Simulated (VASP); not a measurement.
# B3P (P-6m2) in VASP: further runs, part 2 of 2

VASP 6.6.1. The steps go on from the part before.

**3. Relaxation of cell and atoms, PBE**

This run uses another cell than the first one, of 13.08 Å³/atom, 1.029 times its volume.

Contents of INCAR:

```
PREC = Accurate
ENCUT = 500
EDIFF = 1E-7
ISMEAR = 0
SIGMA = 0.1
LREAL = F
LASPH = T
NELM = 120
ALGO = Normal
ISIF = 3
LWAVE = F
LCHARG = F
GGA = PE
IBRION = 2
NSW = 100
EDIFFG = -0.01
GGA_COMPAT = F
NELMIN = 4
```

Contents of KPOINTS:

```
Automatic mesh
0
Gamma
  12 12 12
```

Contents of POSCAR:

```
B3P
1.0
    3.9794381149      0.0000000000      0.0000000000
   -1.9897190574      3.4462945003      0.0000000000
    0.0000000000      0.0000000000      3.8141345385
B P
3 1
Direct
    0.8583518536      0.1416481464      0.5000000000
    0.8583518536      0.7167037073      0.5000000000
    0.2832962927      0.1416481464      0.5000000000
    0.3333333333      0.6666666667      0.5000000000
```

Potentials or basis: VASP PAW PBE potentials, release 64 (B, P).

Launch:

```console
$ cat potpaw_PBE.64/B/POTCAR potpaw_PBE.64/P/POTCAR > POTCAR
$ mpirun -np 1 vasp_std > vasp.out
```

OUTCAR:

```text
PREC = Accurate
   ENCUT = 500
   EDIFF = 1E-7
   ISMEAR = 0
   LREAL = F
   LASPH = T
   NELM = 120
   ISIF = 3
   GGA = PE
   IBRION = 2
   NSW = 100
   EDIFFG = -0.01
   NELMIN = 4

 ion  position               nearest neighbor table
   1  0.858  0.142  0.500-   2 1.69   3 1.69   4 2.00   4 2.00
   2  0.858  0.717  0.500-   1 1.69   3 1.69   4 2.00   4 2.00
   3  0.283  0.142  0.500-   1 1.69   2 1.69   4 2.00   4 2.00
   4  0.333  0.667  0.500-   3 2.00   3 2.00   2 2.00   2 2.00   1 2.00   1 2.00

  LATTYP: Found a hexagonal cell.
 ALAT       =     3.9794381149
 C/A-ratio  =     0.9584605737

  Lattice vectors:

 A1 = (   3.9794381149,   0.0000000000,   0.0000000000)
 A2 = (  -1.9897190574,   3.4462945003,   0.0000000000)
 A3 = (   0.0000000000,   0.0000000000,   3.8141345385)

Analysis of symmetry for initial positions (statically):
=====================================================================
 Subroutine PRICEL returns:
 Original cell was already a primitive cell.

 Routine SETGRP: Setting up the symmetry group for a
 hexagonal supercell.

 Subroutine GETGRP returns: Found 12 space group operations
 (whereof 12 operations were pure point group operations)
 out of a pool of 24 trial point group operations.

The static configuration has the point symmetry D_3h.

Analysis of symmetry for dynamics (positions and initial velocities):
=====================================================================
 Subroutine PRICEL returns:
 Original cell was already a primitive cell.

 Routine SETGRP: Setting up the symmetry group for a
 hexagonal supercell.

 Subroutine GETGRP returns: Found 12 space group operations
 (whereof 12 operations were pure point group operations)
 out of a pool of 24 trial point group operations.

The dynamic configuration has the point symmetry D_3h.

 Subroutine INISYM returns: Found 12 space group operations
 (whereof 12 operations are pure point group operations),
 and found     1 'primitive' translations

----------------------------------------------------------------------------------------

                                     Primitive cell

  volume of cell :      52.3082

  direct lattice vectors                    reciprocal lattice vectors
     3.979438115  0.000000000  0.000000000     0.251291758  0.145083364  0.000000000
    -1.989719057  3.446294500  0.000000000     0.000000000  0.290166728  0.000000000
     0.000000000  0.000000000  3.814134538     0.000000000  0.000000000  0.262182676

  length of vectors
     3.979438115  3.979438115  3.814134538     0.290166728  0.290166728  0.262182676

  position of ions in fractional coordinates (direct lattice)
     0.858351854  0.141648146  0.500000000
     0.858351854  0.716703707  0.500000000
     0.283296293  0.141648146  0.500000000
     0.333333333  0.666666667  0.500000000

  ion indices of the primitive-cell ions
   primitive index   ion index
                 1           1
                 2           2
                 3           3
[... 67 lines left out ...]
   ISPIN  =      1    spin polarized calculation?
   LNONCOLLINEAR =      F non collinear calculations
   LSORBIT =      F    spin-orbit coupling
   LASPH  =      T    aspherical Exc in radial PAW
   ENCUT  =  500.0 eV  36.75 Ry    6.06 a.u.   7.26  7.26  6.95*2*pi/ulx,y,z
   NELM   =    120;   NELMIN=  4; NELMDL= -5     # of ELM steps
   EDIFF  = 0.1E-06   stopping-criterion for ELM
   LREAL  =      F    real-space projection
   EDIFFG = -.1E-01   stopping-criterion for IOM
   NSW    =    100    number of steps for IOM
   IBRION =      2    ionic relax: 0-MD 1-quasi-New 2-CG
   NFREE  =      1    steps in history (QN), initial steepest desc. (CG)
   ISIF   =      3    stress and relaxation
   ISYM   =      2    0-nonsym 1-usesym 2-fastsym
   POTIM  = 0.5000    time-step for ionic-motion
   TEBEG  =    0.0;   TEEND  =   0.0 temperature during run
   PSTRESS=    0.0 pullay stress
   NELECT =      14.0000    total number of electrons
   NUPDOWN=      -1.0000    fix difference up-down
   EMIN   =  10.00;   EMAX   =-10.00  energy-range for DOS
   EFERMI =   0.00;   METHOD = LEGACY
   ISMEAR =     0;   SIGMA  =   0.10  broadening in eV -4-tet -1-fermi 0-gaus
   EFERMI_NEDOS =   21; number of points for ismear=-14 and -15
   IALGO  =     38    algorithm
   IMIX   =      4    mixing-type and parameters
     AMIX     =   0.40;   BMIX     =  1.00
     AMIX_MAG =   1.60;   BMIX_MAG =  1.00
  volume/ion in A,a.u.               =      13.08        88.25
  Fermi-wavevector in a.u.,A,eV,Ry     =   1.055020  1.993699 15.144206  1.113068
  Thomas-Fermi vector in A             =   2.190203
   LORBIT       =      0    0 simple, 1 ext, 2 COOP (PROOUT), +10 PAW based schemes
   GGA     = PE    functional components
   LHFCALC =     F    Hartree Fock is set to
   AEXX    =    0.0000 exact exchange contribution
   IVDW    =     0    specifies the selected vdW correction
   LEPSILON=     F    determine dielectric tensor
   LRPA    =     F    only Hartree local field effects (RPA)
 conjugate gradient relaxation of ions
 non-spin polarized calculation
 Gauss-broadening in eV      SIGMA  =   0.10
  energy-cutoff  :      500.00
  volume of cell :       52.31
 maximum number of plane-waves:      1358
 NGX is ok and might be reduce to    30
   NGX = 15   NGY = 15   NGZ = 13

--------------------------------------- Ionic step        1  -------------------------------------------

 number of electron      14.0000001 magnetization

 Free energy of the ion-electron system (eV)
  ---------------------------------------------------
  ext. energy  EPLUGINS =         0.00000000
  ---------------------------------------------------
  free energy    TOTEN  =       -19.98314006 eV

  energy without entropy =      -19.97870997  energy(sigma->0) =      -19.98092502

------------------------ aborting loop because EDIFF is reached ----------------------------------------

  FORCE on cell =-STRESS in cart. coord.  units (eV):
  Direction    XX          YY          ZZ          XY          YZ          ZX
  --------------------------------------------------------------------------------------
  -------------------------------------------------------------------------------------
  Total       -0.0940333     -0.0940333     -0.0859285     -0.0000000      0.0000000      0.0000000
  in kB       -2.8801980     -2.8801980     -2.6319487     -0.0000000      0.0000000      0.0000000
  external PRESSURE =      -2.7974482 kB  Pullay stress =       0.0000000 kB
[... 95 lines left out ...]
  FREE ENERGIE OF THE ION-ELECTRON SYSTEM (eV)
  ---------------------------------------------------
  free  energy   TOTEN  =       -19.9870619089 eV

  energy  without entropy=      -19.9816353725  energy(sigma->0) =      -19.98434864

[... ionic steps 4 to 8 ...]

--------------------------------------- Ionic step        9  -------------------------------------------

 number of electron      14.0000001 magnetization

------------------------ aborting loop because EDIFF is reached ----------------------------------------
[... 71 lines left out ...]
--------------------------------------- Ionic step       11  -------------------------------------------

 number of electron      14.0000001 magnetization

 Free energy of the ion-electron system (eV)
  ---------------------------------------------------
  ext. energy  EPLUGINS =         0.00000000
  ---------------------------------------------------
  free energy    TOTEN  =       -19.98914400 eV

  energy without entropy =      -19.98143790  energy(sigma->0) =      -19.98529095

 E-fermi :   4.6320     XC(G=0):  -9.7491

 val. band max:        4.6293666223   @ k =   0.4167   0.1667   0.4167
 cond. band min:       4.6360160163   @ k =   0.3333   0.0833   0.0000
 fundamental gap:      0.0066493939
 Fermi energy:         4.6319819432

 k-point     1 :       0.0000    0.0000    0.0000
  band No.  band energies     occupation
      1     -11.1592      2.00000
      2      -3.1635      2.00000
      3      -3.1635      2.00000
      4      -2.3267      2.00000
      5       0.0994      2.00000
      6       2.3377      2.00000
      7       2.7745      2.00000
      8       2.7745      2.00000
      9       7.6115      0.00000
     10       8.9128      0.00000
     11       9.8311      0.00000
[... 309 lines left out ...]
 k-point    24 :       0.3333    0.0000    0.0833
  band No.  band energies     occupation
      1     -10.1884      2.00000
      2      -6.6006      2.00000
      3      -3.4880      2.00000
      4      -2.4180      2.00000
      5       1.1148      2.00000
      6       4.2928      2.00000
      7       4.5746      1.58260
      8       4.9658      0.00000
      9       7.6564      0.00000
     10       8.6529      0.00000
     11       8.9463      0.00000

 [... further k-points ...]
[... 5 lines left out ...]
  --------------------------------------------------------------------------------------
  -------------------------------------------------------------------------------------
  Total        0.0048967      0.0048967      0.0001274      0.0000000      0.0000000     -0.0000000
  in kB        0.1578763      0.1578763      0.0041088      0.0000000      0.0000000     -0.0000000
  external PRESSURE =       0.1066205 kB  Pullay stress =       0.0000000 kB
[... 19 lines left out ...]
  FREE ENERGIE OF THE ION-ELECTRON SYSTEM (eV)
  ---------------------------------------------------
  free  energy   TOTEN  =       -19.9891439966 eV

  energy  without entropy=      -19.9814379012  energy(sigma->0) =      -19.98529095

 reached required accuracy - stopping structural energy minimisation
```

OSZICAR:

```text
N       E                     dE             d eps       ncg     rms          rms(c)
DAV:   1     0.385036642163E+02    0.38504E+02   -0.61805E+03  2926   0.106E+03
DAV:   2    -0.186498171263E+02   -0.57153E+02   -0.53753E+02  3958   0.180E+02
DAV:   3    -0.215500463105E+02   -0.29002E+01   -0.28237E+01  3821   0.396E+01
[... 96 lines left out ...]
DAV:   3    -0.199891455742E+02    0.41586E-04   -0.11961E-04  3085   0.628E-02    0.687E-03
DAV:   4    -0.199891447195E+02    0.85469E-06   -0.26864E-06  3558   0.130E-02    0.583E-03
DAV:   5    -0.199891441803E+02    0.53921E-06   -0.37171E-07  3203   0.451E-03    0.194E-03
DAV:   6    -0.199891440168E+02    0.16356E-06   -0.68578E-08  1715   0.177E-03    0.295E-04
DAV:   7    -0.199891439966E+02    0.20164E-07   -0.77478E-09  1547   0.728E-04
  11 F= -.19989144E+02 E0= -.19985291E+02  d E =-.716856E-04
```

CONTCAR:

```text
B3P
   1.00000000000000
     3.9565573815987793   -0.0000000000003321    0.0000000000000000
    -1.9782786907499652    3.4264792040039462    0.0000000000000000
     0.0000000000000000   -0.0000000000000000    3.6654771244965620
  B               P
     3     1
Direct
     0.8552083435294050    0.1447916564705947    0.5000000000000000
     0.8552083435294050    0.7104166871588120    0.5000000000000000
     0.2895833128411880    0.1447916564705950    0.5000000000000000
     0.3333333332999970    0.6666666667000030    0.5000000000000000

  0.00000000E+00  0.00000000E+00  0.00000000E+00
  0.00000000E+00  0.00000000E+00  0.00000000E+00
  0.00000000E+00  0.00000000E+00  0.00000000E+00
  0.00000000E+00  0.00000000E+00  0.00000000E+00
```

Run time: 7.3 min. Hardware: 1 thread of Intel Xeon Platinum 8259CL at 2.50GHz (Skylake/Cascade Lake), shared host; peak memory 0.21 GiB.

What came out:

```yaml
Free_energy: -19.9891 eV
Relaxed_volume: 12.42 Å³/atom
Relaxed_cell: a = 3.957 Å, b = 3.957 Å, c = 3.665 Å, α = 90.00°, β = 90.00°, γ = 120.00°
Space_group_after_relaxing_to_0.05_Å: P-6m2 (No. 187)
Energy_gained_by_relaxing: 1.5 meV/atom
Ionic_steps: 11
Pressure_after_relaxing: 0.0 GPa
Largest_force_after_relaxing: 0.005 eV/Å
Band_gap_on_the_k_mesh: zero (band 7 reaches 5.65 eV, above the bottom of band 8 at 2.77 eV)
```

Forces in eV/Å, atoms in the order of the input:
```
B    0.004 -0.003  0.000
B    0.000  0.005  0.000
B   -0.004 -0.003  0.000
P    0.000  0.000  0.000
```

The path:
```
step  energy change (eV)  largest force (eV/Å)  pressure (GPa)  volume (Å³)
   1              0.0000                0.1822           -0.28        52.31
   2             -0.0034                0.0461           -0.51        52.14
   3             -0.0039                0.0274           -0.65        52.03
   4             -0.0040                0.0308            0.52        51.50
   5             -0.0045                0.0011           -0.06        51.76
   6             -0.0046                0.0011           -0.06        51.67
   7             -0.0051                0.0080           -0.07        51.41
   8             -0.0057                0.0204           -0.10        50.88
   9             -0.0059                0.0257           -0.21        49.84
  10             -0.0060                0.0112            0.18        49.58
  11             -0.0060                0.0050            0.01        49.69
```

Final structure:
```
B P
1.0
     3.95656    0.00000    0.00000
    -1.97828    3.42648    0.00000
     0.00000    0.00000    3.66548
B P
3 1
Direct
  0.85521 0.14479 0.50000
  0.85521 0.71042 0.50000
  0.28958 0.14479 0.50000
  0.33333 0.66667 0.50000
```

Levels at points of the mesh, in eV from the Fermi level:
```
           k point  band 4  band 5  band 6  band 7  band 8  band 9  band 10  band 11
(0.00, 0.00, 0.00)   -6.96   -4.53   -2.29   -1.86   -1.86    2.98     4.28     5.20
(0.50, 0.00, 0.00)   -7.28   -2.27   -1.06    0.89    1.38    3.03     3.93     4.32
(0.00, 0.00, 0.50)   -6.80   -6.79   -1.80   -1.48   -1.48    2.62     3.83     3.83
(0.50, 0.00, 0.50)   -7.02   -4.40   -3.23    1.02    1.62    2.16     2.34     4.06
```

Caveat: this functional lacks dispersion, which binds the layers, so the pressure and a relaxed spacing across them are unreliable.
